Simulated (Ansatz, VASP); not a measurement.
**Be2H in VASP and in Ansatz**

Contents of INCAR:

```
PREC     = Accurate       # precision mode
ENCUT    = 520            # plane-wave cutoff, eV
EDIFF    = 1E-7           # SCF threshold, eV
ISMEAR   = 0              # smearing method
SIGMA    = 0.1            # smearing width, eV
LREAL    = False          # projectors in reciprocal space
LASPH    = True           # aspherical terms in the spheres
NELM     = 100            # most SCF steps
ALGO     = Normal         # electronic algorithm
ISIF     = 2              # what is computed and relaxed
LWAVE    = False          # write WAVECAR
LCHARG   = False          # write CHGCAR
GGA      = PE             # functional
NBANDS   = 10             # bands
```

Contents of KPOINTS:

```
Automatic mesh
0
Gamma
  8 8 4
```

File POSCAR:

```
Be2H
1.0
    2.1762740800      0.0000000000      0.0000000000
    0.0000000000      2.1762740800      0.0000000000
    0.0000000000      0.0000000000      4.1579481900
Be H
2 1
Direct
    0.5000000000      0.5000000000      0.2700000100
    0.5000000000      0.5000000000      0.7299999900
    0.0000000000      0.0000000000      0.0000000000
```

Input for Ansatz:

```yaml
crystal:
  lattice:
    - [2.17627408, 0.0, 0.0]
    - [0.0, 2.17627408, 0.0]
    - [0.0, 0.0, 4.15794819]
  atoms:
    - { symbol: Be, position: [0.5, 0.5, 0.27000001] }
    - { symbol: Be, position: [0.5, 0.5, 0.72999999] }
    - { symbol: H, position: [0.0, 0.0, 0.0] }
basis:
  ecutwfc: 420
kpoints:
  mp_grid: { grid: [8, 8, 4] }
hamiltonian:
  xc: pbe
scf:
  occupations: { method: gaussian, width: 0.1 }
  lower_state_search: "off"
output:
  forces: true
  stress: true
  eigenvalues: true
```

Change from the starting cell: species swapped into the FeSi2 type (P4/mmm, No. 123).

Alike in both runs: task single point; functional PBE; k mesh 8 × 8 × 4; occupations gaussian, width 0.1 eV; no spin polarisation.

```csv
,VASP,Ansatz
version,VASP 6.6.1,Ansatz 0.2.0
potentials or method,"VASP PAW PBE potentials, release 64 (Be, H), cutoff 520 eV","scalar-relativistic, plane waves, PAW"
valence electrons in the cell,5,5
```

```tsv
	VASP	Ansatz	Ansatz less VASP
gap on the k mesh at the Fermi level (eV)	none	none	-
pressure (GPa)	15.7	15.6	-0.04
traceless stress, the component that is largest in VASP (GPa)	-3.11	-3.14	-0.034
rms of the force components (eV/Å)	0.481	0.479	-0.0017
```

Atom by atom the forces differ by 0.002 eV/Å (rms over components). A gap of «none» marks a metal or a gap that the smearing closes. With one functional, cell and mesh, what is left measures potentials, basis and numerics.

The k mesh is coarse, so the values compare programs but aren't converged.
